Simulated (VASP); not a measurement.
A run of VASP 6.6.1 is set up as follows.

Contents of INCAR:

```
PREC = Accurate
ENCUT = 520
EDIFF = 1E-7
ISMEAR = -1
SIGMA = 0.05
LREAL = Auto
LASPH = True
NELM = 60
ALGO = Normal
ISIF = 2
LWAVE = False
LCHARG = False
GGA = PE
NBANDS = 376
```

Contents of KPOINTS:

```
Automatic mesh
0
Gamma
  1 1 1
```

The input POSCAR:

```
Si11Ge21
1.0
   11.1630580000      0.0000000000      0.0000000000
    0.0000000000     11.1630580000      0.0000000000
    0.0000000000      0.0000000000     11.1630580000
Ge Si
42 22
Direct
    0.9984330000      0.9965070000      0.9986880000
    0.9981890000      0.4991210000      0.9952400000
    0.0035280000      0.5000540000      0.4996850000
    0.4989860000      0.0012230000      0.9976890000
    0.4992710000      0.0035730000      0.4999940000
    0.5049920000      0.5001840000      0.0012590000
    0.1231170000      0.1266170000      0.1259570000
    0.1210370000      0.1249380000      0.6252660000
    0.1237850000      0.6244240000      0.1242960000
    0.6266370000      0.1273560000      0.1222980000
    0.6236530000      0.6226340000      0.6234850000
    0.2487110000      0.2505840000      0.9948720000
    0.2482740000      0.2490290000      0.4963850000
    0.2471300000      0.7512900000      0.9974750000
    0.7488320000      0.2499160000      0.5012590000
    0.7527280000      0.7516210000      0.5024150000
    0.3747990000      0.3751860000      0.1247660000
    0.3756150000      0.3763560000      0.6225330000
    0.3745830000      0.8746470000      0.1251670000
    0.3718190000      0.8738910000      0.6226470000
    0.8725750000      0.3740190000      0.1258270000
    0.8777340000      0.3747550000      0.6281110000
    0.2512190000      0.0017860000      0.2535000000
    0.2480140000      0.9997910000      0.7522690000
    0.2496190000      0.5003320000      0.2533830000
    0.2455040000      0.5002590000      0.7481420000
    0.7525480000      0.9988920000      0.2457770000
    0.7515660000      0.9999640000      0.7461630000
    0.7510220000      0.5009400000      0.7541990000
    0.3749100000      0.6236580000      0.8749720000
    0.8786430000      0.1242560000      0.3756600000
    0.8750880000      0.1287560000      0.8748680000
    0.8730560000      0.6227910000      0.3727420000
    0.9972110000      0.7516860000      0.2476350000
    0.4991170000      0.2486850000      0.2513690000
    0.5023560000      0.2499140000      0.7514690000
    0.5000850000      0.7450570000      0.2500550000
    0.4995550000      0.7497650000      0.7489270000
    0.1247260000      0.8738420000      0.3789990000
    0.6239990000      0.3797950000      0.3745890000
    0.6255980000      0.8759820000      0.3744660000
    0.6280170000      0.8732000000      0.8756740000
    0.9991510000      0.9974170000      0.5022390000
    0.4977800000      0.5021690000      0.4980280000
    0.1239850000      0.6286810000      0.6252320000
    0.6248660000      0.1249370000      0.6252730000
    0.6299180000      0.6254550000      0.1247300000
    0.2487320000      0.7461450000      0.5002570000
    0.7492620000      0.2518320000      0.9981920000
    0.7523630000      0.7479720000      0.0006250000
    0.8732060000      0.8725910000      0.1213510000
    0.8789770000      0.8753610000      0.6256800000
    0.7481680000      0.5009070000      0.2475130000
    0.3753250000      0.1260920000      0.3755480000
    0.3747770000      0.1250780000      0.8732990000
    0.3739910000      0.6247380000      0.3786270000
    0.8761990000      0.6298460000      0.8743130000
    0.0005050000      0.2523990000      0.2512700000
    0.0012600000      0.2510360000      0.7512980000
    0.9995330000      0.7508350000      0.7484170000
    0.1238060000      0.3736580000      0.3732970000
    0.1225340000      0.3739720000      0.8712830000
    0.1219150000      0.8731810000      0.8723980000
    0.6278340000      0.3744720000      0.8773220000
```

Potentials or basis: VASP PAW PBE potentials, release 64 (Ge_d, Si).

Launch:

```sh
$ cat potpaw_PBE.64/Ge_d/POTCAR potpaw_PBE.64/Si/POTCAR > POTCAR
$ mpirun -np 1 vasp_gam > vasp.out
```

Task: What does it give for the band gap on the k mesh?

Result: 0.46 eV.

Task: Predict the pressure.

Result: 2.9 GPa.

Stress tensor (GPa, compression positive):
```
 2.94 -0.06 -0.06
-0.06  2.92 -0.03
-0.06 -0.03  2.94
```

Caveat: the k points lie up to 0.56 Å⁻¹ apart. A k mesh can miss the band edges.
